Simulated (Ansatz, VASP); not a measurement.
## One calculation of InAs, two programs

Contents of POSCAR:

```
InAs
1.0
    0.0000000000      3.0545904732      3.0545904732
    3.0545904732      0.0000000000      3.0545904732
    3.0545904732      3.0545904732      0.0000000000
In As
1 1
Direct
    0.0000000000      0.0000000000      0.0000000000
    0.2500000000      0.2500000000      0.2500000000
```

The input INCAR.step1:

```
  PREC = Accurate
  ENCUT = 520
  EDIFF = 1E-5
  ISMEAR = -1
  SIGMA = 0.02
  LREAL = F
  LASPH = T
  NELM = 100
  ALGO = Normal
  ISIF = 2
  LWAVE = T
  LCHARG = F
  NBANDS = 16
  GGA = PE
```

Contents of INCAR.step2:

```
  PREC = Accurate
  ENCUT = 520
  EDIFF = 1E-6
  ISMEAR = -1
  SIGMA = 0.02
  LREAL = F
  LASPH = T
  NELM = 100
  ALGO = Normal
  ISIF = 2
  LWAVE = F
  LCHARG = F
  GGA = PE
  LHFCALC = T
  HFSCREEN = 0.2079
  PRECFOCK = Normal
  NBANDS = 16
  ISTART = 1
```

File KPOINTS:

```
Automatic mesh
0
Gamma
  6 6 6
```

Input for Ansatz:

```yaml
crystal:
  lattice:
    - [0.0, 3.0545904732, 3.0545904732]
    - [3.0545904732, 0.0, 3.0545904732]
    - [3.0545904732, 3.0545904732, 0.0]
  atoms:
    - { symbol: In, position: [0.0, 0.0, 0.0] }
    - { symbol: As, position: [0.25, 0.25, 0.25] }
kpoints:
  mp_grid: { grid: [6, 6, 6] }
  band_path:
    path:
      - [0.0, 0.0, 0.0]
      - [-0.5, -0.5, 0.0]
      - [-0.375, -0.375, 0.25]
      - [-0.375, 0.0, 0.375]
      - [0.0, 0.0, 0.5]
      - [-0.5, -0.25, 0.25]
    npoints: 1
hamiltonian:
  xc: hse06
scf:
  occupations: { method: fermi_dirac, width: 0.02 }
  n_extra_bands: 4
output:
  forces: true
  stress: true
  eigenvalues: true
```

Alike in both runs: task single point; functional HSE06; k mesh 6 × 6 × 6; occupations fermi-dirac, width 0.02 eV; no spin polarisation.

|  | VASP | Ansatz |
| --- | --- | --- |
| version | VASP 6.6.1 | Ansatz 0.2.0 |
| potentials or method | VASP PAW PBE potentials, release 64 (In_d, As) | plane waves, PAW |
| plane-wave cutoff (eV) | 520 | 420 |
| valence electrons in the cell | 18 | 28 |

VASP gave:

- pressure (GPa): -0.2

Task: What did Ansatz give for the same quantities?

Result: Pressure (GPa): 0.0.

The functional is the same, so the differences come from potentials, cutoffs and numerics. VASP's potentials hold 18 valence electrons a cell and Ansatz's 28, so a difference there can come from the potentials and not from the codes. Ansatz's warnings: stress exchange threshold loose, stress scf threshold loose.
